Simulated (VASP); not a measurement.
The system is Al.

```
Al
1.0
     0.00000    2.02510    2.02510
     2.02510    0.00000    2.02510
     2.02510    2.02510    0.00000
Al
1
Direct
  0.00000 0.00000 0.00000
```

- Program: VASP 6.6.1
- Task: relaxation of cell and atoms
- Functional: PBEsol
- Potentials or basis: VASP PAW PBE potentials, release 64 (Al)
- Cutoff: 600 eV
- k mesh: 18 × 18 × 18
- Occupations: fermi-dirac, width 0.08 eV
- Spin: no spin polarisation

At the start: pressure -2.0 GPa; volume 16.61 Å³/atom.

Task: How do energy, volume and symmetry change on relaxing?

Result: Over 3 steps the energy falls by 2.6 meV/atom and the volume is 16.19 Å³/atom (-2.5 %); space group Fm-3m (No. 225, to 0.05 Å).

Step by step:
| step | energy change (eV) | largest force (eV/Å) | pressure (GPa) | volume (Å³) |
| --- | --- | --- | --- | --- |
| 1 | 0.0000 | 0.0000 | -1.96 | 16.61 |
| 2 | -0.0025 | 0.0000 | 0.35 | 16.13 |
| 3 | -0.0026 | 0.0000 | 0.00 | 16.19 |

Final structure:
```
Al
1.0
     0.00000    2.00801    2.00801
     2.00801    0.00000    2.00801
     2.00801    2.00801    0.00000
Al
1
Cartesian
  0.0000 0.0000 0.0000
```

Caveat: the PAW data sets were made with another functional, which shifts forces and pressure a little.
